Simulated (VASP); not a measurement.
A run of VASP 6.6.1 is set up as follows.

Contents of INCAR:

```
SYSTEM = Pt
PREC = Accurate ; ENCUT = 500
EDIFF = 1E-6 ; ISMEAR = -1
SIGMA = 0.1 ; LREAL = .False.
LASPH = .True. ; NELM = 120
ALGO = Normal ; ISIF = 2
LWAVE = .False. ; LCHARG = .False.
GGA = PE ; NBANDS = 11
GGA_COMPAT = .False.
```

Contents of KPOINTS:

```
Automatic mesh
0
Gamma
  20 20 20
  0 0 0
```

File POSCAR:

```
Pt
1.0
    0.0000000000      1.7558772667      1.7558772667
    1.7558772667      0.0000000000      1.7558772667
    1.7558772667      1.7558772667      0.0000000000
Pt
1
Direct
    0.0000000000      0.0000000000      0.0000000000
```

Potentials or basis: VASP PAW PBE potentials, release 64 (Pt).

The run is started by

```bash
$ cat potpaw_PBE.64/Pt/POTCAR > POTCAR
$ mpirun -np 1 vasp_std > vasp.out
```

(1) Estimate the band gap on the k mesh.

(2) What does it give for the pressure?

Results:

(1) zero (bands 5 and 6 overlap by 4.01 eV).

(2) 242.0 GPa.

Caveat: the cell stands under pressure; spin-orbit coupling is left out, which moves the levels of the heavy elements.
